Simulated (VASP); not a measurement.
# H (I4/mmm) in VASP: settings compared, part 2 of 3

VASP 6.6.1. Earlier steps stand in the parts before.

**3. Single point, BLYP**

This run uses another cell than the first one, of 32.81 Å³/atom, 2.104 times its volume.

Input file INCAR:

```
  PREC = Accurate
  ENCUT = 520
  EDIFF = 1E-6
  ISMEAR = -1
  SIGMA = 0.05
  LREAL = F
  LASPH = T
  NELM = 60
  ALGO = Normal
  ISIF = 2
  LWAVE = F
  LCHARG = F
  GGA = B5
  ALDAX = 1.0
  AGGAX = 1.0
  AGGAC = 1.0
  ALDAC = 0.0
  NBANDS = 8
```

Input file KPOINTS:

```
Automatic mesh
0
Gamma
  11 11 11
```

Input file POSCAR:

```
H
1.0
   -2.3751009637      2.3751009637      2.9080963450
    2.3751009637     -2.3751009637      2.9080963450
    2.3751009637      2.3751009637     -2.9080963450
H
2
Direct
    0.0640608596      0.0640608596      0.0000000000
    0.9359391404      0.9359391404      0.0000000000
```

Potentials or basis: VASP PAW PBE potentials, release 64 (H).

Launch:

```console
$ cat potpaw_PBE.64/H/POTCAR > POTCAR
$ mpirun -np 1 vasp_std > vasp.out
```

OUTCAR:

```text
PREC = Accurate
   ENCUT = 520
   EDIFF = 1E-6
   ISMEAR = -1
   LREAL = F
   LASPH = T
   NELM = 60
   ISIF = 2
   GGA = B5

 ion  position               nearest neighbor table
   1  0.064  0.064  0.000-   2 0.75
   2  0.936  0.936  0.000-   1 0.75

  LATTYP: Found a body centered tetragonal cell.
 ALAT       =     4.7502019274
 C/A-ratio  =     1.2244095680

  Lattice vectors:

 A1 = (  -2.3751009637,   2.3751009637,   2.9080963450)
 A2 = (   2.3751009637,  -2.3751009637,   2.9080963450)
 A3 = (   2.3751009637,   2.3751009637,  -2.9080963450)

Analysis of symmetry for initial positions (statically):
=====================================================================
 Subroutine PRICEL returns:
 Original cell was already a primitive cell.

 Routine SETGRP: Setting up the symmetry group for a
 body centered tetragonal supercell.

 Subroutine GETGRP returns: Found 16 space group operations
 (whereof 16 operations were pure point group operations)
 out of a pool of 16 trial point group operations.

The static configuration has the point symmetry D_4h.

Analysis of symmetry for dynamics (positions and initial velocities):
=====================================================================
 Subroutine PRICEL returns:
 Original cell was already a primitive cell.

 Routine SETGRP: Setting up the symmetry group for a
 body centered tetragonal supercell.

 Subroutine GETGRP returns: Found 16 space group operations
 (whereof 16 operations were pure point group operations)
 out of a pool of 16 trial point group operations.

The dynamic configuration has the point symmetry D_4h.

 Subroutine INISYM returns: Found 16 space group operations
 (whereof 16 operations are pure point group operations),
 and found     1 'primitive' translations

----------------------------------------------------------------------------------------

                                     Primitive cell

  volume of cell :      65.6195

  direct lattice vectors                    reciprocal lattice vectors
    -2.375100964  2.375100964  2.908096345     0.000000000  0.210517366  0.171933781
     2.375100964 -2.375100964  2.908096345     0.210517366  0.000000000  0.171933781
     2.375100964  2.375100964 -2.908096345     0.210517366  0.210517366  0.000000000

  length of vectors
     4.442885721  4.442885721  4.442885721     0.271806524  0.271806524  0.297716515

  position of ions in fractional coordinates (direct lattice)
     0.064060860  0.064060860  0.000000000
     0.935939140  0.935939140  0.000000000

  ion indices of the primitive-cell ions
   primitive index   ion index
                 1           1
                 2           2

----------------------------------------------------------------------------------------

 KPOINTS: Automatic mesh

Automatic generation of k-mesh.
 Grid dimensions read from file:
 generate k-points for:   11   11   11

 Generating k-lattice:

  Cartesian coordinates                     Fractional coordinates (reciprocal lattice)
     0.000000000  0.019137942  0.015630344     0.090909091 -0.000000000  0.000000000
     0.019137942  0.000000000  0.015630344    -0.000000000  0.090909091  0.000000000
     0.019137942  0.019137942  0.000000000     0.000000000  0.000000000  0.090909091

  Length of vectors
     0.024709684  0.024709684  0.027065138

  Shift w.r.t. Gamma in fractional coordinates (k-lattice)
     0.000000000  0.000000000  0.000000000

 Subroutine IBZKPT returns following result:
 ===========================================

 Found    126 irreducible k-points:

 Following reciprocal coordinates:
            Coordinates               Weight
  0.000000  0.000000  0.000000      1.000000
  0.090909  0.000000  0.000000      8.000000
  0.181818  0.000000  0.000000      8.000000
  0.272727  0.000000  0.000000      8.000000
  0.363636  0.000000  0.000000      8.000000
  0.454545 -0.000000  0.000000      8.000000
[... 16 lines left out ...]
 -0.272727  0.181818  0.000000     16.000000
 -0.181818  0.181818  0.000000      4.000000
 [... further k-points ...]
   k-points           NKPTS =    126   k-points in BZ     NKDIM =    126   number of bands    NBANDS=      8
   number of dos      NEDOS =    301   number of ions     NIONS =      2
   total plane-waves  NPLWV =  46656
   dimension x,y,z NGX =    36 NGY =   36 NGZ =   36
   dimension x,y,z NGXF=    72 NGYF=   72 NGZF=   72
   ions per type =               2
   NGX,Y,Z   is equivalent  to a cutoff of  13.47, 13.47, 13.47 a.u.
   NGXF,Y,Z  is equivalent  to a cutoff of  26.94, 26.94, 26.94 a.u.
 SYSTEM =  unknown system
   PREC   = accura    normal or accurate (medium, high low for compatibility)
   ISTART =      0    job   : 0-new  1-cont  2-samecut
   ICHARG =      2    charge: 1-file 2-atom 10-const
   ISPIN  =      1    spin polarized calculation?
   LNONCOLLINEAR =      F non collinear calculations
   LSORBIT =      F    spin-orbit coupling
   LASPH  =      T    aspherical Exc in radial PAW
   ENCUT  =  520.0 eV  38.22 Ry    6.18 a.u.   8.26  8.26  8.26*2*pi/ulx,y,z
   NELM   =     60;   NELMIN=  2; NELMDL= -5     # of ELM steps
   EDIFF  = 0.1E-05   stopping-criterion for ELM
   LREAL  =      F    real-space projection
   EDIFFG = 0.1E-04   stopping-criterion for IOM
   NSW    =      0    number of steps for IOM
   IBRION =     -1    ionic relax: 0-MD 1-quasi-New 2-CG
   NFREE  =      0    steps in history (QN), initial steepest desc. (CG)
   ISIF   =      2    stress and relaxation
   ISYM   =      2    0-nonsym 1-usesym 2-fastsym
   POTIM  = 0.5000    time-step for ionic-motion
   TEBEG  =    0.0;   TEEND  =   0.0 temperature during run
   PSTRESS=    0.0 pullay stress
   NELECT =       2.0000    total number of electrons
   NUPDOWN=      -1.0000    fix difference up-down
   EMIN   =  10.00;   EMAX   =-10.00  energy-range for DOS
   EFERMI =   0.00;   METHOD = LEGACY
   ISMEAR =    -1;   SIGMA  =   0.05  broadening in eV -4-tet -1-fermi 0-gaus
   EFERMI_NEDOS =   21; number of points for ismear=-14 and -15
   IALGO  =     38    algorithm
   IMIX   =      4    mixing-type and parameters
     AMIX     =   0.40;   BMIX     =  1.00
     AMIX_MAG =   1.60;   BMIX_MAG =  1.00
  volume/ion in A,a.u.               =      32.81       221.41
  Fermi-wavevector in a.u.,A,eV,Ry     =   0.511376  0.966361  3.558000  0.261506
  Thomas-Fermi vector in A             =   1.524840
   LORBIT       =      0    0 simple, 1 ext, 2 COOP (PROOUT), +10 PAW based schemes
   GGA     = B5    functional components
   LHFCALC =     F    Hartree Fock is set to
   AEXX    =    0.0000 exact exchange contribution
   IVDW    =     0    specifies the selected vdW correction
   LEPSILON=     F    determine dielectric tensor
   LRPA    =     F    only Hartree local field effects (RPA)
 non-spin polarized calculation
  energy-cutoff  :      520.00
  volume of cell :       65.62
 maximum number of plane-waves:      1785
 NGX is ok and might be reduce to    36
   NGX = 17   NGY = 17   NGZ = 17

 number of electron       1.9999999 magnetization

 Free energy of the ion-electron system (eV)
  ---------------------------------------------------
  ext. energy  EPLUGINS =         0.00000000
  ---------------------------------------------------
  free energy    TOTEN  =        -6.81733811 eV

  energy without entropy =       -6.81733811  energy(sigma->0) =       -6.81733811

 E-fermi :  -8.5940     XC(G=0):  -2.9285

 val. band max:       -9.7774571134   @ k =  -0.4545   0.4545   0.4545
 cond. band min:       0.2086522730   @ k =  -0.2727  -0.2727   0.2727
 fundamental gap:      9.9861093864
 Fermi energy:        -8.5940117287

 k-point     1 :       0.0000    0.0000    0.0000
  band No.  band energies     occupation
      1     -10.0417      2.00000
      2       0.7032      0.00000
      3       3.6007      0.00000
      4       6.8403      0.00000
      5       6.8403      0.00000
      6       8.6818      0.00000
      7       8.6818      0.00000
      8       9.4764      0.00000
[... 243 lines left out ...]
 k-point    24 :      -0.1818    0.1818    0.0000
  band No.  band energies     occupation
      1      -9.9849      2.00000
      2       0.7065      0.00000
      3       3.1230      0.00000
      4       6.0326      0.00000
      5       6.4960      0.00000
      6       7.3256      0.00000
      7       8.3340      0.00000
      8       9.8079      0.00000

 [... further k-points ...]

------------------------ aborting loop because EDIFF is reached ----------------------------------------

  FORCE on cell =-STRESS in cart. coord.  units (eV):
  Direction    XX          YY          ZZ          XY          YZ          ZX
  --------------------------------------------------------------------------------------
  -------------------------------------------------------------------------------------
  Total       -0.0171651     -0.0171651     -0.0293585      0.0000000     -0.0000000      0.0000000
  in kB       -0.4191066     -0.4191066     -0.7168215      0.0000000     -0.0000000      0.0000000
  external PRESSURE =      -0.5183449 kB  Pullay stress =       0.0000000 kB

 VOLUME and BASIS-vectors are now :
 -----------------------------------------------------------------------------
  energy-cutoff  :      520.00
  volume of cell :       65.62
      direct lattice vectors                 reciprocal lattice vectors
    -2.375100964  2.375100964  2.908096345     0.000000000  0.210517366  0.171933781
     2.375100964 -2.375100964  2.908096345     0.210517366  0.000000000  0.171933781
     2.375100964  2.375100964 -2.908096345     0.210517366  0.210517366  0.000000000

 POSITION                                       TOTAL-FORCE (eV/Angst)
 -----------------------------------------------------------------------------------
      0.00000      0.00000      0.37259         0.000000      0.000000     -0.004469
      0.00000      0.00000      5.44360        -0.000000     -0.000000      0.004469
 -----------------------------------------------------------------------------------
    total drift:                               -0.000000     -0.000000      0.000000

  FREE ENERGIE OF THE ION-ELECTRON SYSTEM (eV)
  ---------------------------------------------------
  free  energy   TOTEN  =        -6.8173381147 eV

  energy  without entropy=       -6.8173381146  energy(sigma->0) =       -6.81733811
```

OSZICAR:

```text
N       E                     dE             d eps       ncg     rms          rms(c)
DAV:   1    -0.691718262908E+01   -0.69172E+01   -0.38395E+02  2016   0.141E+02
DAV:   2    -0.756262109844E+01   -0.64544E+00   -0.64544E+00  2808   0.135E+01
DAV:   3    -0.756382999767E+01   -0.12089E-02   -0.12089E-02  2280   0.591E-01
DAV:   4    -0.756383368058E+01   -0.36829E-05   -0.36830E-05  3264   0.312E-02
DAV:   5    -0.756383368531E+01   -0.47293E-08   -0.47418E-08  2344   0.568E-04    0.463E+00
DAV:   6    -0.705627380618E+01    0.50756E+00   -0.30713E-01  2112   0.162E+00    0.247E+00
DAV:   7    -0.681356207082E+01    0.24271E+00   -0.65758E-01  2288   0.239E+00    0.349E-01
DAV:   8    -0.681961802988E+01   -0.60560E-02   -0.12858E-02  2152   0.378E-01    0.245E-01
DAV:   9    -0.681730203366E+01    0.23160E-02   -0.62812E-03  2872   0.212E-01    0.249E-02
DAV:  10    -0.681734074819E+01   -0.38715E-04   -0.41237E-05  2120   0.371E-02    0.590E-03
DAV:  11    -0.681734109320E+01   -0.34501E-06   -0.13432E-05  2320   0.184E-02    0.901E-04
DAV:  12    -0.681733809717E+01    0.29960E-05   -0.16231E-05  2048   0.215E-02    0.121E-03
DAV:  13    -0.681733811466E+01   -0.17496E-07   -0.10712E-07  2816   0.183E-03
   1 F= -.68173381E+01 E0= -.68173381E+01  d E =-.293303E-10
```

Wall time 26 s (1 thread of Intel Xeon 6975P-C (Granite Rapids), shared host); peak memory 0.2 GiB.

Results:

| Quantity | Value |
| --- | --- |
| Free energy | -6.8173 eV |
| Pressure | -0.1 GPa |
| Largest force | 0.004 eV/Å |
| Band gap on the k mesh | 9.99 eV, indirect (least direct gap 10.09 eV) |

Forces on the atoms (eV/Å):
```
H    0.000  0.000 -0.004
H    0.000  0.000  0.004
```

Levels at points of the mesh, in eV from the valence-band top:
| k point | band 1 | band 2 | band 3 | band 4 | band 5 | band 6 |
| --- | --- | --- | --- | --- | --- | --- |
| (0.00, 0.00, 0.00) | -0.26 | 10.48 | 13.38 | 16.62 | 16.62 | 18.46 |

Caveat: the PAW data sets were made with another functional, which shifts forces and pressure a little. A k mesh can miss the band edges.

**4. Relaxation of cell and atoms, LDA**

This run uses another cell than the first one, of 11.78 Å³/atom, 0.755 times its volume.

Input file INCAR:

```
PREC = Accurate
ENCUT = 600
EDIFF = 1E-7
ISMEAR = -1
SIGMA = 0.05
LREAL = F
LASPH = T
NELM = 100
ALGO = Normal
ISIF = 3
LWAVE = F
LCHARG = F
GGA = CA
IBRION = 2
NSW = 60
EDIFFG = -0.01
```

KPOINTS is that of step 3.

Input file POSCAR:

```
H
1.0
   -1.6915344700      1.6915344700      2.0584739900
    1.6915344700     -1.6915344700      2.0584739900
    1.6915344700      1.6915344700     -2.0584739900
H
2
Direct
    0.0901377100      0.0901377100      0.0000000000
    0.9098622900      0.9098622900      0.0000000000
```

Potentials or basis: VASP PAW LDA potentials, release 64 (H).

Launch:

```console
$ cat potpaw_LDA.64/H/POTCAR > POTCAR
$ mpirun -np 1 vasp_std > vasp.out
```

Wall time 66 s (1 thread of Intel Xeon 6975P-C (Granite Rapids), shared host); peak memory 0.14 GiB.

The run converged. Its results:

```yaml
Free_energy: -6.8121 eV
Relaxed_volume: 7.69 Å³/atom
Relaxed_cell: a = 2.748 Å, b = 2.748 Å, c = 2.748 Å, α = 116.40°, β = 116.40°, γ = 96.36°
Space_group_after_relaxing_to_0.05_Å: I4/mmm (No. 139)
Energy_gained_by_relaxing: 22.3 meV/atom
Ionic_steps: 25
Pressure_after_relaxing: 0.0 GPa
Largest_force_after_relaxing: 0.009 eV/Å
Band_gap_on_the_k_mesh: 7.07 eV, indirect (least direct gap 8.43 eV)
```

Forces on the atoms (eV/Å):
```
H    0.000  0.000 -0.009
H    0.000  0.000  0.009
```

Stress tensor (GPa, compression positive):
```
-0.10  0.00  0.00
 0.00 -0.10  0.00
 0.00  0.00  0.14
```

The path:
| step | energy change (eV) | largest force (eV/Å) | pressure (GPa) | volume (Å³) |
| --- | --- | --- | --- | --- |
| 1 | 0.0000 | 0.9651 | 0.87 | 23.56 |
| 2 | 0.0666 | 1.8924 | -4.44 | 23.78 |
| 3 | -0.0130 | 0.0223 | -0.81 | 23.62 |
| 4 | -0.0130 | 0.0056 | -0.76 | 23.62 |
| 5 | -0.0130 | 0.0225 | -0.73 | 23.62 |
| 6 | -0.0138 | 0.0241 | -0.73 | 23.46 |
| 7 | -0.0160 | 0.0296 | -0.72 | 22.99 |
| 8 | -0.0205 | 0.0437 | -0.69 | 22.07 |
| 9 | -0.0288 | 0.0839 | -0.57 | 20.31 |
| 10 | -0.0410 | 0.2112 | 0.07 | 17.07 |
| 11 | -0.0118 | 0.6501 | 5.19 | 11.66 |
| 12 | -0.0406 | 0.4718 | 0.99 | 15.98 |
| 13 | -0.0410 | 0.4482 | 0.95 | 15.94 |
| 14 | -0.0420 | 0.3791 | 0.82 | 15.81 |
| 15 | -0.0435 | 0.2446 | 0.58 | 15.56 |
| 16 | -0.0444 | 0.0106 | 0.10 | 15.05 |
| 17 | -0.0444 | 0.0258 | 0.17 | 15.13 |
| 18 | -0.0444 | 0.0343 | 0.18 | 15.14 |
| 19 | -0.0444 | 0.0334 | 0.17 | 15.16 |
| 20 | -0.0445 | 0.0309 | 0.15 | 15.21 |
| 21 | -0.0445 | 0.0260 | 0.10 | 15.30 |
| 22 | -0.0445 | 0.0163 | 0.00 | 15.49 |
| 23 | -0.0445 | 0.0217 | 0.05 | 15.39 |
| 24 | -0.0445 | 0.0016 | 0.01 | 15.38 |
| 25 | -0.0445 | 0.0086 | -0.02 | 15.37 |

Final structure:
```yaml
crystal:
  lattice:
    - [-1.44814, 1.44814, 1.83229]
    - [1.44814, -1.44814, 1.83229]
    - [1.44814, 1.44814, -1.83229]
  atoms:
    - { symbol: H, position: [0.10526, 0.10526, 0.00000] }
    - { symbol: H, position: [0.89474, 0.89474, 0.00000] }
```

Levels at points of the mesh, in eV from the valence-band top:
```
           k point  band 1  band 2  band 3  band 4
(0.00, 0.00, 0.00)   -5.04   16.32   18.77   27.31
```

Caveat: the volume moved by over 15 % at a fixed basis, so the end points are rough.

**5. Relaxation of cell and atoms, PBEsol**

This run uses another cell than the first one, of 11.78 Å³/atom, 0.755 times its volume.

Input file INCAR:

```
PREC = Accurate
ENCUT = 600
EDIFF = 1E-7
ISMEAR = -1
SIGMA = 0.05
LREAL = False
LASPH = True
NELM = 80
ALGO = Normal
ISIF = 3
LWAVE = False
LCHARG = False
GGA = PS
IBRION = 2
NSW = 60
EDIFFG = -0.01
```

Input file KPOINTS:

```
regular mesh
0
Gamma
  11 11 11
```

POSCAR is that of step 4.

Potentials or basis: VASP PAW PBE potentials, release 64 (H).

Launch:

```console
$ cat potpaw_PBE.64/H/POTCAR > POTCAR
$ mpirun -np 1 vasp_std > vasp.out
```

OUTCAR:

```text
PREC = Accurate
   ENCUT = 600
   EDIFF = 1E-7
   ISMEAR = -1
   LREAL = False
   LASPH = True
   NELM = 80
   ISIF = 3
   GGA = PS
   IBRION = 2
   NSW = 60
   EDIFFG = -0.01

 ion  position               nearest neighbor table
   1  0.090  0.090  0.000-   2 0.74
   2  0.910  0.910  0.000-   1 0.74

  LATTYP: Found a body centered tetragonal cell.
 ALAT       =     3.3830689400
 C/A-ratio  =     1.2169270130

  Lattice vectors:

 A1 = (  -1.6915344700,   1.6915344700,   2.0584739900)
 A2 = (   1.6915344700,  -1.6915344700,   2.0584739900)
 A3 = (   1.6915344700,   1.6915344700,  -2.0584739900)

Analysis of symmetry for initial positions (statically):
=====================================================================
 Subroutine PRICEL returns:
 Original cell was already a primitive cell.
[... 288 lines left out ...]

 E-fermi :  -6.8935     XC(G=0):  -5.4164

 val. band max:       -7.9110007463   @ k =  -0.4545   0.4545   0.4545
 cond. band min:       0.7689702985   @ k =   0.4545   0.0000  -0.0000
 fundamental gap:      8.6799710447
 Fermi energy:        -6.8935413098

 k-point     1 :       0.0000    0.0000    0.0000
  band No.  band energies     occupation
      1     -10.3592      2.00000
      2       5.5493      0.00000
      3       8.8031      0.00000
      4      15.3300      0.00000
      5      15.3300      0.00000
[... 177 lines left out ...]
 k-point    24 :      -0.1818    0.1818    0.0000
  band No.  band energies     occupation
      1      -9.8998      2.00000
      2       4.5234      0.00000
      3       7.6129      0.00000
      4      13.1617      0.00000
      5      13.8416      0.00000

 [... further k-points ...]

------------------------ aborting loop because EDIFF is reached ----------------------------------------

  FORCE on cell =-STRESS in cart. coord.  units (eV):
  Direction    XX          YY          ZZ          XY          YZ          ZX
  --------------------------------------------------------------------------------------
  -------------------------------------------------------------------------------------
  Total        0.0090744      0.0090744      0.0117941      0.0000000     -0.0000000      0.0000000
  in kB        0.6153045      0.6153045      0.7997201      0.0000000     -0.0000000      0.0000000
  external PRESSURE =       0.6767764 kB  Pullay stress =       0.0000000 kB
[... 17 lines left out ...]
  FREE ENERGIE OF THE ION-ELECTRON SYSTEM (eV)
  ---------------------------------------------------
  free  energy   TOTEN  =        -6.5274997173 eV

  energy  without entropy=       -6.5274997173  energy(sigma->0) =       -6.52749972

 reached required accuracy - stopping structural energy minimisation
```

It took 16 s on 1 thread of Intel Xeon 6975P-C (Granite Rapids), shared host; peak memory 0.15 GiB.

Results:

- Free energy: -6.5275 eV
- Relaxed volume: 11.81 Å³/atom
- Relaxed cell: a = 3.160 Å, b = 3.160 Å, c = 3.160 Å, α = 115.26°, β = 115.26°, γ = 98.42°
- Space group after relaxing (to 0.05 Å): I4/mmm (No. 139)
- Energy gained by relaxing: 2.5 meV/atom
- Ionic steps: 4
- Pressure after relaxing: 0.1 GPa
- Largest force after relaxing: 0.004 eV/Å
- Band gap on the k mesh: 8.68 eV, indirect (least direct gap 9.50 eV)

Forces in eV/Å, atoms in the order of the input:
```
H    0.000  0.000 -0.004
H    0.000  0.000  0.004
```

The path:
| step | energy change (eV) | largest force (eV/Å) | pressure (GPa) | volume (Å³) |
| --- | --- | --- | --- | --- |
| 1 | 0.0000 | 0.5976 | 1.08 | 23.56 |
| 2 | 0.0309 | 1.3888 | -2.47 | 23.83 |
| 3 | -0.0051 | 0.0162 | 0.04 | 23.63 |
| 4 | -0.0051 | 0.0041 | 0.07 | 23.63 |

Final structure:
```
H
1.0
    -1.69163    1.69163    2.06427
     1.69163   -1.69163    2.06427
     1.69163    1.69163   -2.06427
H
2
Direct
  0.09198 0.09198 0.00000
  0.90802 0.90802 0.00000
```

Caveat: the PAW data sets were made with another functional, which shifts forces and pressure a little.

(Continued in part 3 of 3.)
